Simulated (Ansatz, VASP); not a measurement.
**Two plane-wave programs on BaTiO3**

```xyz
5
Lattice="3.9900 0.0000 0.0000 0.0000 2.8345 2.8410 0.0000 -2.8345 2.8410" Properties=species:S:1:pos:R:3 pbc="T T T"
Ba    0.0000    0.0000    0.0000
Ti    1.9950    0.0000    2.8978
O     0.0000    0.0000    2.7842
O     1.9950   -1.4002    4.1876
O     1.9950    1.4002    4.1876
```

Alike in both runs: task single point; functional r2SCAN; k mesh 5 × 5 × 5; occupations fermi-dirac, width 0.03 eV; collinear spin.

|  | VASP | Ansatz |
| --- | --- | --- |
| version | VASP 6.6.1 | Ansatz 0.2.0 |
| potentials or method | VASP PAW PBE potentials, release 64 (Ba_sv, Ti_sv, O), cutoff 520 eV | PAW, plane waves, scalar-relativistic |
| valence electrons in the cell | 40 | 40 |

```csv
,VASP,Ansatz,Ansatz less VASP
pressure (GPa),1.8,-0.2,-1.97
"traceless stress, the component that is largest in VASP (GPa)",-0.22,-0.19,+0.038
rms of the force components (eV/Å),0.057,0.098,+0.0402
net moment per atom (μB),0.00,0.00,0.000
```

VASP's potentials were made for PBE, not for r2SCAN. Atom by atom the forces differ by 0.042 eV/Å (rms over components). Ansatz's warnings: seeded moment not kept, stability check not made.

Neither program's run includes spin-orbit coupling.
